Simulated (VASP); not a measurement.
Set up this calculation in VASP 6.6.1, as the native input.

```
Task                   : single point
Functional             : PBE
Potentials or basis    : VASP PAW PBE potentials, release 64 (Dy_3, W_sv), 4f in core
Cutoff                 : 500 eV
k mesh                 : 6 × 6 × 4
Occupations            : gaussian, width 0.1 eV
Spin                   : no spin polarisation
Dipole correction      : no
Mended                 : yes
Further INCAR settings : ALGO = Normal; EDIFF = 1e-06; NBANDS = 26
```

The structure of DyW2 lies in POSCAR:

```
DyW2
1.0
    3.4953011100      0.0000000000      0.0000000000
    0.0000000000      3.4953011100      0.0000000000
    0.0000000000      0.0000000000      5.1827539500
Dy W
1 2
Direct
    0.0000000000      0.0000000000      0.5000000000
    0.5000000000      0.0000000000      0.7777620000
    0.0000000000      0.5000000000      0.2222380000
```

The cell was built from a structure type or drawn by symmetry, and may not be a known phase.

The input as run:

INCAR

```
SYSTEM = DyW2
  PREC = Accurate
  ENCUT = 500
  EDIFF = 1E-6
  ISMEAR = 0
  SIGMA = 0.1
  LREAL = .FALSE.
  LASPH = .TRUE.
  NELM = 200
  ALGO = Normal
  ISIF = 2
  LWAVE = .FALSE.
  LCHARG = .TRUE.
  GGA = PE
  LELF = .TRUE.
  LVHAR = .TRUE.
  NBANDS = 26
  GGA_COMPAT = .FALSE.
  LMAXMIX = 6
```

KPOINTS

```
regular mesh
0
G
  6 6 4
  0 0 0
```

Potentials or basis: VASP PAW PBE potentials, release 64 (Dy_3, W_sv), 4f in core.

Run with:

```sh
$ cat potpaw_PBE.64/Dy_3/POTCAR potpaw_PBE.64/W_sv/POTCAR > POTCAR
$ mpirun -np 1 vasp_std > vasp.out
```

It gave:

| Property | Result |
| --- | --- |
| Pressure | 20.1 GPa |
| Largest force | 8.993 eV/Å |
| Band gap on the k mesh | zero (an odd number of electrons rules out a gap without spin polarisation) |

Caveat: the cell stands under pressure; spin-orbit coupling is left out, which moves the levels of the heavy elements; the 4f electrons are frozen in the core, so they carry no moment and show no levels; forces of over 1 eV/Å act on the atoms, so gaps and moduli don't describe the material at rest.

Wall time 30 s on 1 thread of Intel(R) Xeon(R) Platinum 8488C (Sapphire Rapids) (shared host), peak memory 0.2 GiB.
